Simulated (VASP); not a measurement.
A run of VASP 6.6.1 is set up as follows.

POSCAR

```
Tl2Sn
1.0
    5.3590160000      0.0000000000      0.0000000000
   -2.6795080000      4.6410480000      0.0000000000
    0.0000000000      0.0000000000      6.5648810000
Tl Sn
4 2
Direct
    0.3333000000      0.6667000000      0.7500000000
    0.6666000000      0.3333000000      0.2500000000
    0.0000000000      0.0000000000      0.0000000000
    0.0000000000      0.0000000000      0.5000000000
    0.3333000000      0.6667000000      0.2500000000
    0.6666000000      0.3333000000      0.7500000000
```

File INCAR.step1:

```
  PREC = Accurate
  ENCUT = 520
  ISMEAR = 1
  SIGMA = 0.0259
  LREAL = False
  LASPH = True
  NELM = 100
  NBANDS = 49
  GGA = PE
  ALGO = Normal
  EDIFF = 1E-4
  LWAVE = True
  LCHARG = False
```

The input INCAR.step2:

```
  PREC = Accurate
  ENCUT = 520
  EDIFF = 1E-6
  ISMEAR = 1
  SIGMA = 0.0259
  LREAL = False
  LASPH = True
  NELM = 100
  ALGO = Normal
  ISIF = 2
  LWAVE = False
  LCHARG = False
  METAGGA = R2SCAN
  LMIXTAU = True
  NBANDS = 49
  ISTART = 1
```

File KPOINTS:

```
regular mesh
0
Gamma
  4 4 3
```

Potentials or basis: VASP PAW PBE potentials, release 64 (Tl_d, Sn_d).

Launch:

```bash
$ cat potpaw_PBE.64/Tl_d/POTCAR potpaw_PBE.64/Sn_d/POTCAR > POTCAR
$ cp INCAR.step1 INCAR
$ mpirun -np 1 vasp_std > vasp.out
$ cp INCAR.step2 INCAR
$ mpirun -np 1 vasp_std > vasp.out
```

Problem. What does it give for the pressure?

Solution. 4.2 GPa.

Problem. Predict the band gap on the k mesh.

Solution. Zero (band 40 reaches 7.25 eV, above the bottom of band 41 at 6.67 eV).

Stress tensor (GPa, compression positive):
```
5.47 0.00 0.00
0.00 5.47 0.00
0.00 0.00 1.62
```

Caveat: the PAW data sets were made with another functional, which shifts forces and pressure a little; spin-orbit coupling is left out, which moves the levels of the heavy elements.
